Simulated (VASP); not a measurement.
# Si (Fd-3m) in VASP: vibrations by perturbation theory with PBE

Aim: the vibrations by perturbation theory of Si with PBE.

Program: VASP 6.6.1. These are calculated values, not measurements. Logs are shortened: lines on timing, memory, paths and dates and some standing lists are left out, and cuts for length are marked.

## 1. The cell of the first run

Symmetry: Fd-3m, No. 227, cubic system. Conventional cell: a = 5.470 Å, b = 5.470 Å, c = 5.470 Å, α = 90.00°, β = 90.00°, γ = 90.00°. Within 3.1 Å of Si (site symmetry -43m) lie 4 Si at 2.37 Å.

## 2. Vibrations by perturbation theory, PBE

Contents of INCAR:

```
ALGO = Normal
EDIFF = 1E-8
ENCUT = 520
GGA = PE
IBRION = 8
ISIF = 2
ISMEAR = 0
LASPH = T
LCHARG = F
LREAL = F
LWAVE = F
NELM = 80
NSW = 1
PREC = Accurate
SIGMA = 0.02
```

Contents of KPOINTS:

```
k-points
0
Gamma
  12 12 12
```

Contents of POSCAR:

```
Si
1.0
    0.0000000000      2.7348392667      2.7348392667
    2.7348392667      0.0000000000      2.7348392667
    2.7348392667      2.7348392667      0.0000000000
Si
2
Direct
    0.7500000000      0.7500000000      0.7500000000
    0.5000000000      0.5000000000      0.5000000000
```

Potentials or basis: VASP PAW PBE potentials, release 64 (Si).

The run is started by

```bash
> cat potpaw_PBE.64/Si/POTCAR > POTCAR
> mpirun -np 1 vasp_std > vasp.out
```

OUTCAR:

```text
EDIFF = 1E-8
   ENCUT = 520
   GGA = PE
   IBRION = 8
   ISIF = 2
   ISMEAR = 0
   LASPH = T
   LREAL = F
   NELM = 80
   NSW = 1
   PREC = Accurate

 ion  position               nearest neighbor table
   1  0.750  0.750  0.750-   2 2.37   2 2.37   2 2.37   2 2.37
   2  0.500  0.500  0.500-   1 2.37   1 2.37   1 2.37   1 2.37

  LATTYP: Found a face centered cubic cell.
 ALAT       =     5.4696785334

  Lattice vectors:

 A1 = (   0.0000000000,   2.7348392667,   2.7348392667)
 A2 = (   2.7348392667,   0.0000000000,   2.7348392667)
 A3 = (   2.7348392667,   2.7348392667,   0.0000000000)

Analysis of symmetry for initial positions (statically):
=====================================================================
 Subroutine PRICEL returns:
 Original cell was already a primitive cell.

 Routine SETGRP: Setting up the symmetry group for a
 face centered cubic supercell.

 Subroutine GETGRP returns: Found 48 space group operations
 (whereof 24 operations were pure point group operations)
 out of a pool of 48 trial point group operations.

The static configuration has the point symmetry T_d .
 The point group associated with its full space group is O_h .

Analysis of symmetry for dynamics (positions and initial velocities):
=====================================================================
 Subroutine PRICEL returns:
 Original cell was already a primitive cell.

 Routine SETGRP: Setting up the symmetry group for a
 face centered cubic supercell.

 Subroutine GETGRP returns: Found 48 space group operations
 (whereof 24 operations were pure point group operations)
 out of a pool of 48 trial point group operations.

The dynamic configuration has the point symmetry T_d .
 The point group associated with its full space group is O_h .

 Subroutine INISYM returns: Found 48 space group operations
 (whereof 24 operations are pure point group operations),
 and found     1 'primitive' translations

----------------------------------------------------------------------------------------
[... 423 lines left out ...]
  Total       -0.0135785     -0.0135785     -0.0135785     -0.0000000     -0.0000000      0.0000000
  in kB       -0.5317854     -0.5317854     -0.5317854     -0.0000000     -0.0000000      0.0000000
  external PRESSURE =      -0.5317854 kB  Pullay stress =       0.0000000 kB

 VOLUME and BASIS-vectors are now :
 -----------------------------------------------------------------------------
  energy-cutoff  :      520.00
  volume of cell :       40.91
      direct lattice vectors                 reciprocal lattice vectors
     0.000000000  2.734839267  2.734839267    -0.182826101  0.182826101  0.182826101
     2.734839267  0.000000000  2.734839267     0.182826101 -0.182826101  0.182826101
     2.734839267  2.734839267  0.000000000     0.182826101  0.182826101 -0.182826101

 POSITION                                       TOTAL-FORCE (eV/Angst)
 -----------------------------------------------------------------------------------
      4.10226      4.10226      4.10226         0.000000      0.000000      0.000000
      2.73484      2.73484      2.73484        -0.000000     -0.000000     -0.000000
 -----------------------------------------------------------------------------------
    total drift:                                0.000000     -0.000000     -0.000000

  FREE ENERGIE OF THE ION-ELECTRON SYSTEM (eV)
  ---------------------------------------------------
  free  energy   TOTEN  =       -10.8497795258 eV

  energy  without entropy=      -10.8497795258  energy(sigma->0) =      -10.84977953

[... ionic steps 2 to 3 ...]

--------------------------------------- Ionic step        4  -------------------------------------------

 Free energy of the ion-electron system (eV)
  ---------------------------------------------------
  ---------------------------------------------------
  free energy    TOTEN  =        -0.01736017 eV

  energy without entropy =       -0.01736017

------------------------ aborting loop because EDIFF is reached ----------------------------------------

 INTERNAL STRAIN TENSOR  FOR ION    1  DIRECTION 1   (eV/Angst):
 -----------------------------------------------------------------------------
     0.00306  0.00000  0.00000
     0.00000 -0.00080 -8.73299
     0.00000 -8.73299 -0.00080

 INTERNAL STRAIN TENSOR FOR ION    2 for displacements in x,y,z  (eV/Angst):
          X           Y           Z          XY          YZ          ZX
  --------------------------------------------------------------------------------
  x     0.00000     0.00000     0.00000     0.00000     8.73299     0.00000
  y     0.00000     0.00000     0.00000     0.00000     0.00000     8.73299
  z     0.00000     0.00000     0.00000     8.73299     0.00000     0.00000

 SECOND DERIVATIVES (NOT SYMMETRIZED)
 ------------------------------------
               1X          1Y          1Z          2X          2Y          2Z
  1X   -13.030326    0.000000    0.000000   13.030326    0.000000    0.000000
  1Y     0.000000  -13.030326    0.000000    0.000000   13.030326    0.000000
  1Z     0.000000    0.000000  -13.030326    0.000000    0.000000   13.030326
  2X    13.030326    0.000000    0.000000  -13.030326    0.000000    0.000000
  2Y     0.000000   13.030326    0.000000    0.000000  -13.030326    0.000000
  2Z     0.000000    0.000000   13.030326    0.000000    0.000000  -13.030326

 Eigenvectors and eigenvalues of the dynamical matrix
 ----------------------------------------------------

   1 f  =   15.059348 THz    94.620671 2PiTHz  502.325763 cm-1    62.280429 meV
             X         Y         Z           dx          dy          dz
      4.102259  4.102259  4.102259     0.707107    0.000000    0.000000
      2.734839  2.734839  2.734839    -0.707107    0.000000    0.000000
[... 21 lines left out ...]
   6 f  =    0.000000 THz     0.000000 2PiTHz    0.000000 cm-1     0.000000 meV
             X         Y         Z           dx          dy          dz
      4.102259  4.102259  4.102259     0.707107    0.000000    0.000000
      2.734839  2.734839  2.734839     0.707107    0.000000    0.000000

--------------------------------------------------------------------------------------------------------

 ELASTIC MODULI CONTR FROM IONIC RELAXATION (kBar)
 Direction    XX          YY          ZZ          XY          YZ          ZX
 --------------------------------------------------------------------------------
 XX           0.0000      0.0000      0.0000      0.0000      0.0000      0.0000
 YY           0.0000      0.0000      0.0000      0.0000      0.0000      0.0000
 ZZ           0.0000      0.0000      0.0000      0.0000      0.0000      0.0000
 XY           0.0000      0.0000      0.0000   -229.2217      0.0000      0.0000
 YZ           0.0000      0.0000      0.0000      0.0000   -229.2217      0.0000
 ZX           0.0000      0.0000      0.0000      0.0000      0.0000   -229.2217
 --------------------------------------------------------------------------------
```

stdout:

```text
POSCAR found type information on POSCAR Si
 POSCAR found :  1 types and       2 ions
 scaLAPACK will be used
 LDA part: xc-table for (Slater+PW92), standard interpolation
 POSCAR, INCAR and KPOINTS ok, starting setup
 FFT: planning ... GRIDC
 FFT: planning ... GRID_SOFT
 FFT: planning ... GRID
 WAVECAR not read
 entering main loop
 Linear response reoptimize wavefunctions to high precision
 Linear response DOF=           1
 Linear response progress:
 first order change of Fermi-energy   0.96773E-04
 force on displaced ion       1 direction 1 : -13.030   0.000   0.000
 Linear response finished
```

Run time: 3.7 min. Hardware: 1 thread of Intel Xeon 8259CL, shared host; peak memory 0.31 GiB.

Results:

```yaml
Highest_phonon_frequency_at_Γ: 502 cm⁻¹
```

Phonon frequencies in cm⁻¹ (negative: imaginary):
```tsv
q point	frequencies
(0.000, 0.000, 0.000)	0 0 0 502 502 502
```
